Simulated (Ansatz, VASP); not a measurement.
**Two plane-wave programs on ZnO**

The input INCAR:

```
  ALGO = Normal
  EDIFF = 1E-6
  EDIFFG = -0.01
  ENCUT = 600
  GGA = PE
  IBRION = 2
  ISIF = 3
  ISMEAR = -1
  LASPH = T
  LCHARG = F
  LREAL = F
  LWAVE = F
  NELM = 80
  NSW = 60
  PREC = Accurate
  SIGMA = 0.05
```

The input KPOINTS:

```
k-points
0
Gamma
  10 10 9
```

Contents of POSCAR:

```
ZnO
1.0
    1.4332300000     -3.5270800000      0.0000000000
    1.4332300000      3.5270800000      0.0000000000
    0.0000000000      0.0000000000      2.8384900000
Zn O
1 1
Direct
    0.0000000000      0.0000000000      0.0000000000
    0.5000000000      0.5000000000      0.5000000000
```

input.yaml

```yaml
crystal:
  lattice:
    - [1.43323, -3.52708, 0.0]
    - [1.43323, 3.52708, 0.0]
    - [0.0, 0.0, 2.83849]
  atoms:
    - { symbol: Zn, position: [0.0, 0.0, 0.0] }
    - { symbol: O, position: [0.5, 0.5, 0.5] }
hamiltonian:
  xc: pbe
  pseudopotentials: { kind: paw }
kpoints:
  mp_grid: { grid: [10, 10, 9] }
scf:
  occupations: { method: fermi_dirac, width: 0.05 }
output:
  forces: true
  stress: true
  eigenvalues: true
relax:
  f_tol: 0.01
  max_steps: 40
  cell: { stress_tol: 0.05 }
```

Alike in both runs: task relaxation of cell and atoms; functional PBE; k mesh 10 × 10 × 9; occupations fermi-dirac, width 0.05 eV; no spin polarisation.

|  | VASP | Ansatz |
| --- | --- | --- |
| version | VASP 6.6.1 | Ansatz 0.2.0 |
| potentials or method | VASP PAW PBE potentials, release 64 (Zn, O) | Ansatz PAW |
| plane-wave cutoff (eV) | 600 | 420 |
| valence electrons in the cell | 18 | 18 |

```csv
,VASP,Ansatz,Ansatz less VASP
"gap on the k mesh at the Fermi level, each at its own relaxed structure (eV)",none,none,-
relaxed volume (Å³/atom),13.96,14.35,+0.393
relaxed length of the cell vector where the two differ most in proportion (Å),3.702,3.807,+0.1055
```

A gap of «none» marks a metal or a gap that the smearing closes.

Noted on Ansatz's run: the plane-wave basis is chosen anew once the cell has moved, so the energies of steps on either side of that aren't comparable.
